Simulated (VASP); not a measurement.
# S: single point with LDA

S:

```
S
1.0
    -1.29972    1.29972    1.29972
     1.29972   -1.29972    1.29972
     1.29972    1.29972   -1.29972
S
1
Direct
  0.00000 0.00000 0.00000
```

This cell differs from its parent crystal: volume scaled by 0.6.

* Program: VASP 6.6.1
* Task: single point
* Functional: LDA
* Potentials or basis: VASP PAW LDA potentials, release 64 (S)
* Cutoff: 520 eV
* k mesh: 16 × 16 × 16
* Occupations: fermi-dirac, width 0.08 eV
* Spin: no spin polarisation

```
Pressure               : 142.8 GPa
Band gap on the k mesh : zero (band 3 reaches 26.31 eV, above the bottom of band 4 at 9.56 eV)
```

Levels at points of the mesh, in eV from the Fermi level:
| k point | band 1 | band 2 | band 3 | band 4 | band 5 | band 6 | band 7 | band 8 |
| --- | --- | --- | --- | --- | --- | --- | --- | --- |
| (0.00, 0.00, 0.00) | -24.96 | 7.62 | 7.62 | 7.62 | 12.51 | 12.51 | 12.51 | 18.05 |
| (0.50, 0.00, 0.00) | -15.44 | -14.10 | 0.70 | 4.60 | 6.09 | 8.42 | 23.01 | 23.44 |
| (0.50, 0.50, 0.50) | -6.58 | -6.58 | -6.58 | -5.94 | -0.74 | -0.74 | 28.98 | 28.98 |

Run time: 5.6 s on 1 thread of Intel(R) Xeon(R) Platinum 8488C (Sapphire Rapids) (shared host), peak memory 0.11 GiB.
